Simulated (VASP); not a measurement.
# Si2W (P1) in VASP: single point with PBE

Aim: the single point of Si2W with PBE.

Program: VASP 6.6.1. These are calculated values, not measurements. Logs are shortened: lines on timing, memory, paths and dates and some standing lists are left out, and cuts for length are marked.

## (1) The cell of the first run

The typed cell holds 6 atoms: a = 3.229 Å, b = 3.229 Å, c = 7.867 Å, α = 90.00°, β = 90.00°, γ = 90.00°.

## (2) Single point, PBE

The input, INCAR:

```
PREC = Accurate ; ENCUT = 520
EDIFF = 1E-6 ; ISMEAR = 0
SIGMA = 0.15 ; LREAL = F
LASPH = T ; NELM = 80
ALGO = Normal ; ISIF = 2
LWAVE = F ; LCHARG = F
GGA = PE ; NBANDS = 31
```

The input, KPOINTS:

```
Automatic mesh
0
Gamma
  10 10 4
```

The input, POSCAR:

```
Si2W
1.0
    0.0000000000     -3.2289953160      0.0000000000
   -3.2289953160      0.0000000000      0.0000000000
    0.0000000000      0.0000000000     -7.8668278241
Si W
4 2
Direct
   -0.1615995585     -0.0554074864      0.6845655059
    0.6615995585      0.5554074864      0.1462856827
   -0.0133866654      0.0421512933      0.3068543062
    0.5133866654      0.4578487067      0.8622945052
    0.5204858276      0.2997964895      0.4822871252
   -0.0204858276      1.2002035105      1.0177128748
```

Potentials or basis: VASP PAW PBE potentials, release 64 (Si, W_sv).

On the command line:

```console
cat potpaw_PBE.64/Si/POTCAR potpaw_PBE.64/W_sv/POTCAR > POTCAR
mpirun -np 1 vasp_std > vasp.out
```

OUTCAR:

```text
PREC = Accurate
   ENCUT = 520
   EDIFF = 1E-6
   ISMEAR = 0
   LREAL = F
   LASPH = T
   NELM = 80
   ISIF = 2
   GGA = PE

 ion  position               nearest neighbor table
   1  0.838  0.945  0.685-   5 2.21   4 2.35   4 2.41   6 2.79   5 2.81   5 2.95   3 3.03   4 3.03
                             4 3.07
   2  0.662  0.555  0.146-   6 1.84   3 2.27   4 2.31   3 2.33   6 2.53   6 2.68   5 2.81   3 2.97
                             3 3.02   6 3.20
   3  0.987  0.042  0.307-   5 2.21   2 2.27   6 2.33   2 2.33   5 2.36   2 2.97   2 3.02   1 3.03
                             5 3.15   5 3.26
   4  0.513  0.458  0.862-   6 2.11   6 2.27   2 2.31   1 2.35   1 2.41   1 3.03   5 3.03   1 3.07
                             6 3.08   6 3.20
   5  0.520  0.300  0.482-   3 2.21   1 2.21   3 2.36   2 2.81   1 2.81   1 2.95   4 3.03   3 3.15
                             3 3.26
   6  0.980  0.200  0.018-   2 1.84   4 2.11   4 2.27   3 2.33   2 2.53   2 2.68   1 2.79   4 3.08
                             2 3.20   4 3.20

  LATTYP: Found a simple tetragonal cell.
 ALAT       =     3.2289953160
 C/A-ratio  =     2.4363082180

  Lattice vectors:

 A1 = (   0.0000000000,  -3.2289953160,   0.0000000000)
 A2 = (  -3.2289953160,   0.0000000000,   0.0000000000)
 A3 = (   0.0000000000,   0.0000000000,  -7.8668278241)

Analysis of symmetry for initial positions (statically):
=====================================================================
 Subroutine PRICEL returns:
 Original cell was already a primitive cell.

 Routine SETGRP: Setting up the symmetry group for a
 simple tetragonal supercell.

 Subroutine GETGRP returns: Found  1 space group operations
 (whereof  1 operations were pure point group operations)
 out of a pool of 16 trial point group operations.

The static configuration has the point symmetry C_1 .

Analysis of symmetry for dynamics (positions and initial velocities):
=====================================================================
 Subroutine PRICEL returns:
 Original cell was already a primitive cell.

 Routine SETGRP: Setting up the symmetry group for a
 simple tetragonal supercell.

 Subroutine GETGRP returns: Found  1 space group operations
 (whereof  1 operations were pure point group operations)
 out of a pool of 16 trial point group operations.

The dynamic configuration has the point symmetry C_1 .

 Subroutine INISYM returns: Found  1 space group operations
 (whereof  1 operations are pure point group operations),
 and found     1 'primitive' translations

----------------------------------------------------------------------------------------
[... 107 lines left out ...]
   ISIF   =      2    stress and relaxation
   ISYM   =      2    0-nonsym 1-usesym 2-fastsym
   POTIM  = 0.5000    time-step for ionic-motion
   TEBEG  =    0.0;   TEEND  =   0.0 temperature during run
   PSTRESS=    0.0 pullay stress
   NELECT =      44.0000    total number of electrons
   NUPDOWN=      -1.0000    fix difference up-down
   EMIN   =  10.00;   EMAX   =-10.00  energy-range for DOS
   EFERMI =   0.00;   METHOD = LEGACY
   ISMEAR =     0;   SIGMA  =   0.15  broadening in eV -4-tet -1-fermi 0-gaus
   EFERMI_NEDOS =   21; number of points for ismear=-14 and -15
   IALGO  =     38    algorithm
   IMIX   =      4    mixing-type and parameters
     AMIX     =   0.40;   BMIX     =  1.00
     AMIX_MAG =   1.60;   BMIX_MAG =  1.00
  volume/ion in A,a.u.               =      13.67        92.25
  Fermi-wavevector in a.u.,A,eV,Ry     =   1.330192  2.513698 24.074284  1.769410
  Thomas-Fermi vector in A             =   2.459297
   LORBIT       =      0    0 simple, 1 ext, 2 COOP (PROOUT), +10 PAW based schemes
   GGA     = PE    functional components
   LHFCALC =     F    Hartree Fock is set to
   AEXX    =    0.0000 exact exchange contribution
   IVDW    =     0    specifies the selected vdW correction
   LEPSILON=     F    determine dielectric tensor
   LRPA    =     F    only Hartree local field effects (RPA)
 non-spin polarized calculation
 Gauss-broadening in eV      SIGMA  =   0.15
  energy-cutoff  :      520.00
  volume of cell :       82.02
 maximum number of plane-waves:      2248
   NGX = 13   NGY = 13   NGZ = 29

 number of electron      44.0000002 magnetization

 Free energy of the ion-electron system (eV)
  ---------------------------------------------------
  ext. energy  EPLUGINS =         0.00000000
  ---------------------------------------------------
  free energy    TOTEN  =       -37.37948704 eV

  energy without entropy =      -37.34641072  energy(sigma->0) =      -37.36294888

 E-fermi :  11.2201     XC(G=0): -12.2786

 val. band max:       11.2195412008   @ k =   0.1000  -0.3000   0.2500
 cond. band min:      11.2265050898   @ k =   0.0000   0.3000   0.5000
 fundamental gap:      0.0069638890
 Fermi energy:        11.2200839248

 k-point     1 :       0.0000    0.0000    0.0000
  band No.  band energies     occupation
      1     -62.0852      2.00000
      2     -61.8165      2.00000
      3     -26.7892      2.00000
      4     -26.4608      2.00000
      5     -26.4002      2.00000
      6     -26.3883      2.00000
[... 805 lines left out ...]
     30      16.0947      0.00000
     31      17.6302      0.00000

 [... further k-points ...]

------------------------ aborting loop because EDIFF is reached ----------------------------------------

  FORCE on cell =-STRESS in cart. coord.  units (eV):
  Direction    XX          YY          ZZ          XY          YZ          ZX
  --------------------------------------------------------------------------------------
  -------------------------------------------------------------------------------------
  Total       25.6891777     29.5659662     40.0185551    -20.3149454     -7.7853880      7.9650571
  in kB      501.7949773    577.5215354    781.6953181   -396.8183678   -152.0744905    155.5840248
  external PRESSURE =     620.3372769 kB  Pullay stress =       0.0000000 kB

 VOLUME and BASIS-vectors are now :
 -----------------------------------------------------------------------------
  energy-cutoff  :      520.00
  volume of cell :       82.02
      direct lattice vectors                 reciprocal lattice vectors
     0.000000000 -3.228995316  0.000000000     0.000000000 -0.309693853  0.000000000
    -3.228995316  0.000000000  0.000000000    -0.309693853  0.000000000  0.000000000
     0.000000000  0.000000000 -7.866827824     0.000000000  0.000000000 -0.127116040

 POSITION                                       TOTAL-FORCE (eV/Angst)
 -----------------------------------------------------------------------------------
     -3.05008     -2.70719     -5.38536         1.898119     -2.634641     -0.930682
     -1.79341     -2.13630     -1.15080       -11.321217     12.491010    -11.812446
     -0.13611     -3.18577     -2.41397         1.757506     -2.518805     -0.971542
     -1.47839     -1.65772     -6.78352        -3.588447      3.021327      6.597128
     -0.96804     -1.68065     -3.79407        -6.303714      3.562350     -2.063895
     -0.64646     -3.16285     -0.13934        17.557754    -13.921241      9.181439
 -----------------------------------------------------------------------------------
    total drift:                                0.000205     -0.000279     -0.000079

  FREE ENERGIE OF THE ION-ELECTRON SYSTEM (eV)
  ---------------------------------------------------
  free  energy   TOTEN  =       -37.3794870429 eV

  energy  without entropy=      -37.3464107226  energy(sigma->0) =      -37.36294888
```

OSZICAR:

```text
N       E                     dE             d eps       ncg     rms          rms(c)
DAV:   1     0.398013217658E+03    0.39801E+03   -0.22957E+04 12744   0.145E+03
DAV:   2    -0.206670235196E+02   -0.41868E+03   -0.40400E+03 13729   0.413E+02
DAV:   3    -0.400695877913E+02   -0.19403E+02   -0.18733E+02 16071   0.832E+01
DAV:   4    -0.404139384835E+02   -0.34435E+00   -0.34330E+00 14991   0.110E+01
DAV:   5    -0.404195507161E+02   -0.56122E-02   -0.56109E-02 15354   0.151E+00    0.439E+01
DAV:   6    -0.387391306102E+02    0.16804E+01   -0.18746E+01 14880   0.214E+01    0.210E+01
DAV:   7    -0.394377208438E+02   -0.69859E+00   -0.30764E+01 15702   0.251E+01    0.123E+01
DAV:   8    -0.373899121156E+02    0.20478E+01   -0.10991E+01 15318   0.139E+01    0.370E+00
DAV:   9    -0.373963960459E+02   -0.64839E-02   -0.53028E-01 14814   0.347E+00    0.113E+00
DAV:  10    -0.373824821702E+02    0.13914E-01   -0.39650E-02 15200   0.125E+00    0.630E-01
DAV:  11    -0.373794979760E+02    0.29842E-02   -0.12983E-02 14891   0.685E-01    0.318E-01
DAV:  12    -0.373795018610E+02   -0.38851E-05   -0.15025E-03 14910   0.248E-01    0.131E-01
DAV:  13    -0.373794919249E+02    0.99361E-05   -0.96974E-05 16251   0.672E-02    0.486E-02
DAV:  14    -0.373794860331E+02    0.58918E-05   -0.40787E-05 15196   0.405E-02    0.150E-02
DAV:  15    -0.373794870611E+02   -0.10280E-05   -0.60403E-06 14176   0.143E-02    0.888E-03
DAV:  16    -0.373794870429E+02    0.18250E-07   -0.50720E-07  8795   0.512E-03
   1 F= -.37379487E+02 E0= -.37362949E+02  d E =-.330763E-01
```

It took 15 min on 1 thread of AMD EPYC 7R13 (Zen 3), shared host; peak memory 0.45 GiB.

Results:

```yaml
Free_energy: -37.3795 eV
Pressure: 62.0 GPa
Largest_force: 24.215 eV/Å
Band_gap_on_the_k_mesh: zero (band 22 reaches 12.04 eV, above the bottom of band 23 at 10.73 eV)
```

Forces in eV/Å, atoms in the order of the input:
```
Si    1.898  -2.635  -0.931
Si  -11.321  12.491 -11.812
Si    1.758  -2.519  -0.972
Si   -3.588   3.021   6.597
W    -6.304   3.562  -2.064
W    17.558 -13.921   9.181
```

Levels at points of the mesh, in eV from the Fermi level:
```tsv
k point	band 20	band 21	band 22	band 23	band 24	band 25
(0.00, 0.00, 0.00)	-0.80	-0.40	0.53	0.83	0.99	1.75
(0.50, 0.00, 0.00)	-1.43	-0.78	-0.20	1.50	1.81	2.29
(0.00, 0.50, 0.00)	-1.17	-0.66	-0.33	0.91	2.05	2.66
(0.50, 0.50, 0.00)	-1.36	-1.17	-0.68	-0.48	1.40	1.72
(0.00, 0.00, 0.50)	-1.00	-0.39	0.82	1.05	1.27	2.12
(0.50, 0.00, 0.50)	-1.30	-0.57	-0.15	0.93	1.30	1.76
(0.00, 0.50, 0.50)	-1.28	-0.13	-0.05	0.48	1.67	2.41
(0.50, 0.50, 0.50)	-2.44	-0.85	-0.09	0.42	1.00	2.08
```

Caveat: spin-orbit coupling is left out, which moves the levels of the heavy elements; forces of over 1 eV/Å act on the atoms, so gaps and moduli don't describe the material at rest.
